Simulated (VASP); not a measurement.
The system is Ba.

```
Ba
1.0
    -2.51249    2.51249    2.51249
     2.51249   -2.51249    2.51249
     2.51249    2.51249   -2.51249
Ba
1
Cartesian
  0.0000 0.0000 0.0000
```

Base run:

```yaml
Program: VASP 6.6.1
Functional: PBE
Potentials_or_basis: VASP PAW PBE potentials, release 64 (Ba_sv)
Cutoff: 520 eV
k_mesh: 6 × 6 × 6
Occupations: fermi-dirac, width 0.1 eV
Spin: no spin polarisation
```

Its results: band gap on the k mesh zero (band 5 reaches 1.73 eV, above the bottom of band 6 at 1.09 eV); pressure 0.1 GPa.

Question: The run is repeated on the same cell with these changes: k mesh from 6 × 6 × 6 to 2 × 2 × 2. What comes out?

Answer: Band gap on the k mesh zero (filled and empty bands touch); pressure -4.2 GPa.

Caveats: some runs use coarse meshes; spin-orbit coupling is left out, which moves the levels of the heavy elements.
